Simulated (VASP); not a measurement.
The system is RbBr.

```
Rb Br
1.0
     0.00000    3.54319    3.44175
     3.54319    0.00000    3.44175
     3.54319    3.54319    0.00000
Rb Br
1 1
Cartesian
  0.0000 0.0000 0.0000
  3.5432 3.5432 3.4418
```

This cell differs from its parent crystal: epitaxial xy strain +2.4%.

Program: VASP 6.6.1. Alike in all runs: task single point; potentials or basis VASP PAW PBE potentials, release 64 (Rb_sv, Br); no spin polarisation; cell as given; cutoff (eV) 520.

Q: Order these runs on this cell by their band gap on the k mesh, lowest first.
A. level HSE06; k mesh 4 × 4 × 4; smearing gaussian 0.01 eV; grid for exact exchange (PRECFOCK) Normal; share of exact exchange 0.25; screening parameter 0.2079 1/Å
B. level PBE; k mesh 6 × 6 × 6; smearing fermi-dirac 0.02 eV
C. level r2SCAN; k mesh 6 × 6 × 6; smearing gaussian 0.01 eV

A: B (4.17 eV), C (4.77 eV), A (5.32 eV).
